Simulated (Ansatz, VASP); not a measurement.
**One calculation of Si, two programs**

Contents of INCAR:

```
PREC = Accurate ; ENCUT = 520
EDIFF = 1E-8 ; ISMEAR = -1
SIGMA = 0.05 ; LREAL = F
LASPH = T ; NELM = 80
ALGO = Normal ; ISIF = 2
LWAVE = F ; LCHARG = F
GGA = PE ; LEFG = T
NBANDS = 11
```

KPOINTS

```
regular mesh
0
Gamma
  16 16 16
```

The input POSCAR:

```
Si
1.0
   -2.2327825000      2.3636200000      1.2755875000
    2.2455325000     -2.3508700000      1.2744125000
    2.2564675000      2.3733800000     -1.2519025000
Si
2
Direct
    0.8070000000      0.5570000000      0.2500000000
    0.1930000000      0.4430000000      0.7500000000
```

Input for Ansatz:

```yaml
crystal:
  lattice:
    - [-2.2327825, 2.36362, 1.2755875]
    - [2.2455325, -2.35087, 1.2744125]
    - [2.2564675, 2.37338, -1.2519025]
  atoms:
    - { symbol: Si, position: [0.807, 0.557, 0.25] }
    - { symbol: Si, position: [0.193, 0.443, 0.75] }
kpoints:
  mp_grid: { grid: [16, 16, 16] }
scf:
  occupations: { method: fermi_dirac, width: 0.05 }
hamiltonian:
  xc: pbe
  pseudopotentials: { kind: paw }
output:
  forces: true
  stress: true
  eigenvalues: true
  efg: { contact_densities: true }
```

Change from the starting cell: equal xy, yz and zx shear strains of +1 %, PAW files.

Alike in both runs: task electric field gradients; functional PBE; k mesh 16 × 16 × 16; occupations fermi-dirac, width 0.05 eV; no spin polarisation.

|  | VASP | Ansatz |
| --- | --- | --- |
| version | VASP 6.6.1 | Ansatz 0.2.0 |
| potentials or method | VASP PAW PBE potentials, release 64 (Si) | PAW with Ansatz's default frozen-core files, scalar-relativistic |
| plane-wave cutoff (eV) | 520 | 420 |
| valence electrons in the cell | 8 | 8 |

|  | VASP | Ansatz | Ansatz less VASP |
| --- | --- | --- | --- |
| pressure (GPa) | 15.7 | 15.8 | +0.10 |
| traceless stress, the component that is largest in VASP (GPa) | 1.83 | 1.84 | +0.012 |
| rms of the force components (eV/Å) | 0.021 | 0.021 | +0.0001 |
| size of Vzz on the site where it differs most (V/Å²) | 26.4 | 26.1 | -0.24 |

Atom by atom the forces differ by 0.002 eV/Å (rms over components).
